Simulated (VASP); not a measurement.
Write the native input for VASP 6.6.1 that does the following.

- Task: relaxation of cell and atoms
- Functional: PBE
- Potentials or basis: VASP PAW PBE potentials, release 64 (Li_sv, Ge_d, P)
- Cutoff: 600 eV
- k mesh: 6 × 6 × 6
- Occupations: gaussian, width 0.1 eV
- Spin: no spin polarisation
- Dipole correction: no
- Further INCAR settings: ALGO = Normal; EDIFF = 1e-06; IBRION = 2; EDIFFG = -0.04; NSW = 90; ISIF = 3

The structure of LiGe2P3 lies in POSCAR:

```
LiGe2P3
1.0
    5.6977310495      0.0000000000      0.0000000000
   -2.8488655247      4.9343798327      0.0000000000
    0.0000000000      0.0000000000      3.4694503229
Li Ge P
1 2 3
Direct
    0.0000000000      0.0000000000      0.0000000000
    0.3333333333      0.6666666667      0.0000000000
    0.6666666667      0.3333333333      0.0000000000
    0.5000000000      0.0000000000      0.5000000000
    0.5000000000      0.5000000000      0.5000000000
    0.0000000000      0.5000000000      0.5000000000
```

One way to write it, as run:

INCAR

```
PREC = Accurate ; ENCUT = 600
EDIFF = 1E-6 ; ISMEAR = 0
SIGMA = 0.1 ; LREAL = F
LASPH = T ; NELM = 100
ALGO = Normal ; ISIF = 3
LWAVE = F ; LCHARG = F
GGA = PE ; IBRION = 2
NSW = 90 ; EDIFFG = -0.04
```

KPOINTS

```
Automatic mesh
0
Gamma
  6 6 6
```

Potentials or basis: VASP PAW PBE potentials, release 64 (Li_sv, Ge_d, P).

Launch:

```console
$ cat potpaw_PBE.64/Li_sv/POTCAR potpaw_PBE.64/Ge_d/POTCAR potpaw_PBE.64/P/POTCAR > POTCAR
$ mpirun -np 1 vasp_std > vasp.out
```

It gave:

* Relaxed volume: 20.43 Å³/atom
* Relaxed cell: a = 6.097 Å, b = 6.097 Å, c = 3.809 Å, α = 90.00°, β = 90.00°, γ = 120.00°
* Space group after relaxing (to 0.1 Å): P6/mmm (No. 191)
* Energy gained by relaxing: 217.7 meV/atom
* Ionic steps: 4
* Pressure after relaxing: 0.1 GPa
* Band gap on the k mesh: zero (bands 23 and 24 overlap by 1.60 eV)

Caveat: the cutoff is under 1.25 times the usual one of these potentials, so pressure, stress and relaxed cells hold a basis-set (Pulay) error; the volume moved by over 15 % at a fixed basis, so the end points are rough.

It took 6 min on 1 thread of Oxide Virtual Turin-like Processor, on a shared host, peak memory 0.26 GiB.
